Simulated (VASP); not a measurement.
# Se (P6_3/mmc) in VASP: a series of runs

Se is run at these levels: LDA; tasks: single point.

All numbers are computed with VASP 6.6.1; they aren't measurements. Logs are shortened: lines on timing, memory, paths and dates and some standing lists are left out, and cuts for length are marked.

## 1. The cell of the first run

Symmetry: P6_3/mmc, No. 194, hexagonal system. The conventional cell has a = 3.532 Å, b = 3.532 Å, c = 3.814 Å, α = 90.00°, β = 90.00°, γ = 120.00°. Within 3.9 Å of Se (site symmetry -6m2) lie 14 Se at 2.79 to 3.81 Å.

This isn't the form of Se at room conditions, which is trigonal, of chains.

## 2. Single point, LDA (20.60 Å³/atom)

INCAR reads:

```
SYSTEM = Se
PREC = Accurate
ENCUT = 520
EDIFF = 1E-6
ISMEAR = -1
SIGMA = 0.1
LREAL = .FALSE.
LASPH = .TRUE.
NELM = 60
ALGO = Normal
ISIF = 2
LWAVE = .FALSE.
LCHARG = .FALSE.
GGA = CA
NBANDS = 13
```

KPOINTS reads:

```
Automatic mesh
0
G
  12 12 9
  0 0 0
```

POSCAR reads:

```
Se
1.0
    3.5316642293      0.0000000000      0.0000000000
   -1.7658321147      3.0585109402      0.0000000000
    0.0000000000      0.0000000000      3.8136564791
Se
2
Direct
    0.3333333333      0.6666666667      0.2500000000
    0.6666666667      0.3333333333      0.7500000000
```

Potentials or basis: VASP PAW LDA potentials, release 64 (Se).

Command:

```console
cat potpaw_LDA.64/Se/POTCAR > POTCAR
mpirun -np 1 vasp_std > vasp.out
```

OUTCAR:

```text
SYSTEM = Se
   PREC = Accurate
   ENCUT = 520
   EDIFF = 1E-6
   ISMEAR = -1
   LREAL = .FALSE.
   LASPH = .TRUE.
   NELM = 60
   ISIF = 2
   GGA = CA

 ion  position               nearest neighbor table
   1  0.333  0.667  0.250-   2 2.79   2 2.79   2 2.79   2 2.79   2 2.79   2 2.79
   2  0.667  0.333  0.750-   1 2.79   1 2.79   1 2.79   1 2.79   1 2.79   1 2.79

  LATTYP: Found a hexagonal cell.
 ALAT       =     3.5316642293
 C/A-ratio  =     1.0798468460

  Lattice vectors:

 A1 = (   3.5316642293,   0.0000000000,   0.0000000000)
 A2 = (  -1.7658321147,   3.0585109402,   0.0000000000)
 A3 = (   0.0000000000,   0.0000000000,   3.8136564791)

Analysis of symmetry for initial positions (statically):
=====================================================================
 Subroutine PRICEL returns:
 Original cell was already a primitive cell.

 Routine SETGRP: Setting up the symmetry group for a
 hexagonal supercell.

 Subroutine GETGRP returns: Found 24 space group operations
 (whereof 12 operations were pure point group operations)
 out of a pool of 24 trial point group operations.

The static configuration has the point symmetry D_3d.
 The point group associated with its full space group is D_6h.

Analysis of symmetry for dynamics (positions and initial velocities):
=====================================================================
 Subroutine PRICEL returns:
 Original cell was already a primitive cell.

 Routine SETGRP: Setting up the symmetry group for a
 hexagonal supercell.

 Subroutine GETGRP returns: Found 24 space group operations
 (whereof 12 operations were pure point group operations)
 out of a pool of 24 trial point group operations.

The dynamic configuration has the point symmetry D_3d.
 The point group associated with its full space group is D_6h.

 Subroutine INISYM returns: Found 24 space group operations
 (whereof 12 operations are pure point group operations),
 and found     1 'primitive' translations

----------------------------------------------------------------------------------------

                                     Primitive cell

  volume of cell :      41.1937

  direct lattice vectors                    reciprocal lattice vectors
     3.531664229  0.000000000  0.000000000     0.283152626  0.163478245  0.000000000
    -1.765832115  3.058510940  0.000000000     0.000000000  0.326956489  0.000000000
     0.000000000  0.000000000  3.813656479     0.000000000  0.000000000  0.262215542

  length of vectors
     3.531664229  3.531664229  3.813656479     0.326956489  0.326956489  0.262215542

  position of ions in fractional coordinates (direct lattice)
     0.333333333  0.666666667  0.250000000
     0.666666667  0.333333333  0.750000000

  ion indices of the primitive-cell ions
   primitive index   ion index
                 1           1
                 2           2

----------------------------------------------------------------------------------------

 KPOINTS: Automatic mesh

Automatic generation of k-mesh.
 Grid dimensions read from file:
 generate k-points for:   12   12    9

 Generating k-lattice:

  Cartesian coordinates                     Fractional coordinates (reciprocal lattice)
     0.023596052  0.013623187  0.000000000     0.083333333  0.000000000  0.000000000
     0.000000000  0.027246374  0.000000000     0.000000000  0.083333333  0.000000000
     0.000000000  0.000000000  0.029135060     0.000000000  0.000000000  0.111111111

  Length of vectors
     0.027246374  0.027246374  0.029135060

  Shift w.r.t. Gamma in fractional coordinates (k-lattice)
     0.000000000  0.000000000  0.000000000

 Subroutine IBZKPT returns following result:
 ===========================================

 Found     95 irreducible k-points:

 Following reciprocal coordinates:
            Coordinates               Weight
  0.000000  0.000000  0.000000      1.000000
  0.083333  0.000000  0.000000      6.000000
  0.166667  0.000000  0.000000      6.000000
  0.250000  0.000000  0.000000      6.000000
  0.333333  0.000000  0.000000      6.000000
  0.416667  0.000000  0.000000      6.000000
[... 16 lines left out ...]
  0.250000  0.000000  0.111111     12.000000
  0.333333  0.000000  0.111111     12.000000
 [... further k-points ...]
   k-points           NKPTS =     95   k-points in BZ     NKDIM =     95   number of bands    NBANDS=     13
   number of dos      NEDOS =    301   number of ions     NIONS =      2
   total plane-waves  NPLWV =  21952
   dimension x,y,z NGX =    28 NGY =   28 NGZ =   28
   dimension x,y,z NGXF=    56 NGYF=   56 NGZF=   56
   ions per type =               2
   NGX,Y,Z   is equivalent  to a cutoff of  13.18, 13.18, 12.21 a.u.
   NGXF,Y,Z  is equivalent  to a cutoff of  26.36, 26.36, 24.41 a.u.
 SYSTEM =  Se
   PREC   = accura    normal or accurate (medium, high low for compatibility)
   ISTART =      0    job   : 0-new  1-cont  2-samecut
   ICHARG =      2    charge: 1-file 2-atom 10-const
   ISPIN  =      1    spin polarized calculation?
   LNONCOLLINEAR =      F non collinear calculations
   LSORBIT =      F    spin-orbit coupling
   LASPH  =      T    aspherical Exc in radial PAW
   ENCUT  =  520.0 eV  38.22 Ry    6.18 a.u.   6.57  6.57  7.09*2*pi/ulx,y,z
   NELM   =     60;   NELMIN=  2; NELMDL= -5     # of ELM steps
   EDIFF  = 0.1E-05   stopping-criterion for ELM
   LREAL  =      F    real-space projection
   EDIFFG = 0.1E-04   stopping-criterion for IOM
   NSW    =      0    number of steps for IOM
   IBRION =     -1    ionic relax: 0-MD 1-quasi-New 2-CG
   NFREE  =      0    steps in history (QN), initial steepest desc. (CG)
   ISIF   =      2    stress and relaxation
   ISYM   =      2    0-nonsym 1-usesym 2-fastsym
   POTIM  = 0.5000    time-step for ionic-motion
   TEBEG  =    0.0;   TEEND  =   0.0 temperature during run
   PSTRESS=    0.0 pullay stress
   NELECT =      12.0000    total number of electrons
   NUPDOWN=      -1.0000    fix difference up-down
   EMIN   =  10.00;   EMAX   =-10.00  energy-range for DOS
   EFERMI =   0.00;   METHOD = LEGACY
   ISMEAR =    -1;   SIGMA  =   0.10  broadening in eV -4-tet -1-fermi 0-gaus
   EFERMI_NEDOS =   21; number of points for ismear=-14 and -15
   IALGO  =     38    algorithm
   IMIX   =      4    mixing-type and parameters
     AMIX     =   0.40;   BMIX     =  1.00
     AMIX_MAG =   1.60;   BMIX_MAG =  1.00
  volume/ion in A,a.u.               =      20.60       138.99
  Fermi-wavevector in a.u.,A,eV,Ry     =   1.085238  2.050802 16.024140  1.177741
  Thomas-Fermi vector in A             =   2.221347
   LORBIT       =      0    0 simple, 1 ext, 2 COOP (PROOUT), +10 PAW based schemes
   GGA     = CA    functional components
   LHFCALC =     F    Hartree Fock is set to
   AEXX    =    0.0000 exact exchange contribution
   IVDW    =     0    specifies the selected vdW correction
   LEPSILON=     F    determine dielectric tensor
   LRPA    =     F    only Hartree local field effects (RPA)
 non-spin polarized calculation
  energy-cutoff  :      520.00
  volume of cell :       41.19
 maximum number of plane-waves:      1131
 NGX is ok and might be reduce to    28
   NGX = 13   NGY = 13   NGZ = 15

 number of electron      12.0000000 magnetization

 Free energy of the ion-electron system (eV)
  ---------------------------------------------------
  ext. energy  EPLUGINS =         0.00000000
  ---------------------------------------------------
  free energy    TOTEN  =        -7.81612159 eV

  energy without entropy =       -7.77945577  energy(sigma->0) =       -7.79778868

 E-fermi :   5.6513     XC(G=0): -10.6123

 val. band max:        5.6417988972   @ k =   0.0833   0.0000   0.4444
 cond. band min:       5.6920596457   @ k =   0.1667   0.0000   0.1111
 fundamental gap:      0.0502607485
 Fermi energy:         5.6512661856

 k-point     1 :       0.0000    0.0000    0.0000
  band No.  band energies     occupation
      1     -10.9185      2.00000
      2      -4.4829      2.00000
      3       0.2576      2.00000
      4       3.4763      2.00000
      5       3.4763      2.00000
      6       6.6738      0.00007
      7       6.6738      0.00007
      8       9.4557      0.00000
      9       9.6640      0.00000
     10      13.0794      0.00000
     11      15.8023      0.00000
     12      15.8023      0.00000
     13      17.6155      0.00000

 k-point     2 :       0.0833    0.0000    0.0000
  band No.  band energies     occupation
      1     -10.8329      2.00000
      2      -4.5602      2.00000
      3       0.3485      2.00000
      4       3.1516      2.00000
      5       3.2840      2.00000
      6       6.4581      0.00063
      7       6.8748      0.00001
      8       9.1567      0.00000
      9      10.0511      0.00000
     10      13.4080      0.00000
     11      15.4508      0.00000
     12      15.8246      0.00000
     13      17.3397      0.00000

 k-point     3 :       0.1667    0.0000    0.0000
  band No.  band energies     occupation
      1     -10.5798      2.00000
      2      -4.8101      2.00000
      3       0.6176      2.00000
      4       2.4671      2.00000
      5       2.8553      2.00000
      6       5.9480      0.09785
      7       7.3037      0.00000
      8       8.3809      0.00000
      9      10.9069      0.00000
     10      13.3563      0.00000
     11      15.9902      0.00000
     12      16.0283      0.00000
     13      16.7750      0.00000

 k-point     4 :       0.2500    0.0000    0.0000
  band No.  band energies     occupation
      1     -10.1716      2.00000
      2      -5.2615      2.00000
      3       1.0526      2.00000
      4       1.8275      2.00000
      5       2.3991      2.00000
      6       5.4061      1.84141
      7       7.3561      0.00000
      8       7.7052      0.00000
      9      11.0369      0.00000
     10      13.7167      0.00000
     11      16.2179      0.00000
     12      16.5497      0.00000
     13      16.6312      0.00000

 k-point     5 :       0.3333    0.0000    0.0000
  band No.  band energies     occupation
      1      -9.6390      2.00000
      2      -5.8911      2.00000
      3       1.4092      2.00000
      4       1.6224      2.00000
      5       2.0268      2.00000
      6       4.9830      1.99750
      7       6.2753      0.00389
      8       7.9640      0.00000
      9      10.3106      0.00000
     10      15.2613      0.00000
     11      15.7839      0.00000
     12      15.8941      0.00000
     13      17.2429      0.00000
[... 257 lines left out ...]
 k-point    22 :       0.1667    0.0000    0.1111
  band No.  band energies     occupation
      1     -10.4706      2.00000
      2      -5.1423      2.00000
      3       0.6074      2.00000
      4       2.9379      2.00000
      5       2.9602      2.00000
      6       5.6921      0.79881
      7       7.1499      0.00000
      8       8.2638      0.00000
      9      11.1788      0.00000
     10      13.2805      0.00000
     11      15.0609      0.00000
     12      16.2874      0.00000
     13      16.7289      0.00000

 k-point    23 :       0.2500    0.0000    0.1111
  band No.  band energies     occupation
      1     -10.0659      2.00000
      2      -5.4587      2.00000
      3       0.4468      2.00000
      4       2.5089      2.00000
      5       2.7166      2.00000
      6       4.9628      1.99795
      7       7.4556      0.00000
      8       7.5266      0.00000
      9      11.3468      0.00000
     10      13.8535      0.00000
     11      15.4393      0.00000
     12      15.6596      0.00000
     13      17.9899      0.00000

 k-point    24 :       0.3333    0.0000    0.1111
  band No.  band energies     occupation
      1      -9.5389      2.00000
      2      -5.9705      2.00000
      3       0.3533      2.00000
      4       2.1401      2.00000
      5       2.7277      2.00000
      6       4.2600      2.00000
      7       6.9145      0.00001
      8       7.6246      0.00000
      9      10.7090      0.00000
     10      14.8920      0.00000
     11      15.4440      0.00000
     12      15.8128      0.00000
     13      18.3543      0.00000

 [... further k-points ...]

------------------------ aborting loop because EDIFF is reached ----------------------------------------

  FORCE on cell =-STRESS in cart. coord.  units (eV):
  Direction    XX          YY          ZZ          XY          YZ          ZX
  --------------------------------------------------------------------------------------
  -------------------------------------------------------------------------------------
  Total        0.0516770      0.0516770     -0.1112412     -0.0000000      0.0000000      0.0000000
  in kB        2.0099130      2.0099130     -4.3265839     -0.0000000      0.0000000      0.0000000
  external PRESSURE =      -0.1022526 kB  Pullay stress =       0.0000000 kB

 VOLUME and BASIS-vectors are now :
 -----------------------------------------------------------------------------
  energy-cutoff  :      520.00
  volume of cell :       41.19
      direct lattice vectors                 reciprocal lattice vectors
     3.531664229  0.000000000  0.000000000     0.283152626  0.163478245  0.000000000
    -1.765832115  3.058510940  0.000000000     0.000000000  0.326956489  0.000000000
     0.000000000  0.000000000  3.813656479     0.000000000  0.000000000  0.262215542

 POSITION                                       TOTAL-FORCE (eV/Angst)
 -----------------------------------------------------------------------------------
     -0.00000      2.03901      0.95341        -0.000000      0.000000      0.000000
      1.76583      1.01950      2.86024         0.000000     -0.000000      0.000000
 -----------------------------------------------------------------------------------
    total drift:                                0.000000     -0.000000      0.000000

  FREE ENERGIE OF THE ION-ELECTRON SYSTEM (eV)
  ---------------------------------------------------
  free  energy   TOTEN  =        -7.8161215851 eV

  energy  without entropy=       -7.7794557718  energy(sigma->0) =       -7.79778868
```

Run time: 18 s. Hardware: 1 thread of Intel Xeon Platinum 8559C (Emerald Rapids), shared host; peak memory 0.16 GiB.

What came out:

```
Free energy            : -7.8161 eV
Pressure               : 0.0 GPa
Band gap on the k mesh : zero (bands 6 and 7 overlap by 2.73 eV)
```

## 3. Single point, LDA (21.42 Å³/atom)

This run uses another cell than the first one, of 21.42 Å³/atom.

INCAR reads:

```
SYSTEM = Se
PREC = Accurate ; ENCUT = 520
EDIFF = 1E-6 ; ISMEAR = -1
SIGMA = 0.1 ; LREAL = .FALSE.
LASPH = .TRUE. ; NELM = 80
ALGO = Normal ; ISIF = 2
LWAVE = .FALSE. ; LCHARG = .FALSE.
NBANDS = 13
```

KPOINTS reads:

```
regular mesh
0
G
  12 12 9
  0 0 0
```

POSCAR reads:

```
Se
1.0
    3.5781388251      0.0000000000      0.0000000000
   -1.7890694126      3.0987591208      0.0000000000
    0.0000000000      0.0000000000      3.8638419247
Se
2
Direct
    0.3333333333      0.6666666667      0.2500000000
    0.6666666667      0.3333333333      0.7500000000
```

Potentials or basis: VASP PAW LDA potentials, release 64 (Se).

Command:

```console
cat potpaw_LDA.64/Se/POTCAR > POTCAR
mpirun -np 1 vasp_std > vasp.out
```

Wall time 35 s (1 thread of Intel Xeon Platinum 8559C (Emerald Rapids), shared host); peak memory 0.16 GiB.

Results (log left out):

```
Free energy            : -7.8003 eV
Pressure               : -3.0 GPa
Band gap on the k mesh : zero (bands 6 and 7 overlap by 2.68 eV)
```

Stress tensor (GPa, compression positive):
```
-2.24  0.00  0.00
 0.00 -2.24  0.00
 0.00  0.00 -4.47
```

Levels at points of the mesh, in eV from the Fermi level:
```
           k point  band 3  band 4  band 5  band 6  band 7  band 8  band 9  band 10
(0.00, 0.00, 0.00)   -5.15   -2.08   -2.08    0.99    0.99    3.59    4.17     7.34
(0.50, 0.00, 0.00)   -4.37   -3.76   -2.93   -0.99   -0.71    2.33    4.00     9.64
```

The gap in the log of VASP goes by the Fermi energy; the results here count the filled bands.